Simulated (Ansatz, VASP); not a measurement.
# Sc in VASP and in Ansatz

```
Sc
1.0
     3.31160    0.00000    0.00000
    -1.65580    2.86793    0.00000
     0.00000    0.00000   10.56217
Sc
4
Direct
  0.00000 0.00000 0.00000
  0.00000 0.00000 0.50000
  0.33333 0.66667 0.25000
  0.66667 0.33333 0.75000
```

Alike in both runs: functional r2SCAN; k mesh 11 × 11 × 3; occupations fermi-dirac, width 0.1 eV; no spin polarisation.

Ansatz relaxed the structure, and its values are those at the end. VASP's run is a single point on that final structure, the one shown.

|  | VASP | Ansatz |
| --- | --- | --- |
| version | VASP 6.6.1 | Ansatz 0.2.0 |
| potentials or method | VASP PAW PBE potentials, release 64 (Sc_sv), cutoff 520 eV | plane waves (500 eV) with PAW, scalar-relativistic |
| valence electrons in the cell | 44 | 44 |

Ansatz gave:

```
pressure (GPa) : 0.0
```

What did VASP give for the same quantities?

Pressure (GPa): 0.2.

VASP's potentials were made for PBE, not for r2SCAN.
